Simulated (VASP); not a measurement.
**SrO: single point with PBE**

Crystal: SrO.

```
Sr O
1.0
     0.00000    2.35042    2.35042
     2.35042    0.00000    2.35042
     2.35042    2.35042    0.00000
Sr O
1 1
Direct
  0.00000 0.00000 0.00000
  0.50000 0.50000 0.50000
```

- Program: VASP 6.6.1
- Task: single point
- Functional: PBE
- Potentials or basis: VASP PAW PBE potentials, release 64 (Sr_sv, O)
- Cutoff: 600 eV
- k mesh: 4 × 4 × 4
- Occupations: gaussian, width 0.01 eV
- Spin: no spin polarisation
- Dipole correction: no
- Further INCAR settings: ALGO = Normal; EDIFF = 1e-06; NBANDS = 15

```
Pressure               : 51.7 GPa
Band gap on the k mesh : 2.58 eV
```

Levels at points of the mesh, in eV from the valence-band top:
| k point | band 5 | band 6 | band 7 | band 8 | band 9 | band 10 | band 11 | band 12 |
| --- | --- | --- | --- | --- | --- | --- | --- | --- |
| (0.00, 0.00, 0.00) | -13.19 | -0.31 | -0.31 | -0.31 | 5.93 | 6.36 | 6.36 | 6.36 |
| (0.50, 0.00, 0.00) | -11.70 | -3.05 | -2.13 | -2.13 | 7.42 | 10.12 | 10.12 | 10.48 |
| (0.50, 0.50, 0.00) | -14.01 | -0.09 | -0.09 | 0.00 | 2.58 | 9.80 | 11.68 | 12.73 |

Run time: 8.8 s on 1 thread of Intel Xeon 8259CL, with other jobs on the host, peak memory 0.16 GiB.

Caveat: the k points lie up to 0.58 Å⁻¹ apart. A k mesh can miss the band edges.
